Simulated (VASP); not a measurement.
A run of VASP 6.6.1 is set up as follows.

File INCAR:

```
  PREC = Accurate
  ENCUT = 520
  EDIFF = 1E-7
  ISMEAR = 0
  SIGMA = 0.15
  LREAL = False
  LASPH = True
  NELM = 100
  ALGO = Normal
  ISIF = 2
  LWAVE = False
  LCHARG = True
  LELF = True
  LVHAR = True
  NBANDS = 16
```

File KPOINTS:

```
regular mesh
0
Gamma
  16 16 8
```

Contents of POSCAR:

```
InSb
1.0
    2.8384338640      0.0000000000      0.0000000000
    0.0000000000      2.8384338640      0.0000000000
    0.0000000000      0.0000000000      5.6919037934
In Sb
1 1
Direct
    0.0000000000      0.0000000000      0.0000000000
    0.0000000000      0.0000000000      0.5000000000
```

Potentials or basis: VASP PAW LDA potentials, release 64 (In_d, Sb).

The run is started by

```bash
$ cat potpaw_LDA.64/In_d/POTCAR potpaw_LDA.64/Sb/POTCAR > POTCAR
$ mpirun -np 1 vasp_std > vasp.out
```

Estimate the pressure.

15.2 GPa.

What does it give for the band gap on the k mesh?

Zero (bands 9 and 10 overlap by 7.39 eV).

Stress tensor (GPa, compression positive):
```
15.37  0.00  0.00
 0.00 15.37  0.00
 0.00  0.00 14.81
```

Caveat: the cell stands under pressure; spin-orbit coupling is left out, which moves the levels of the heavy elements.
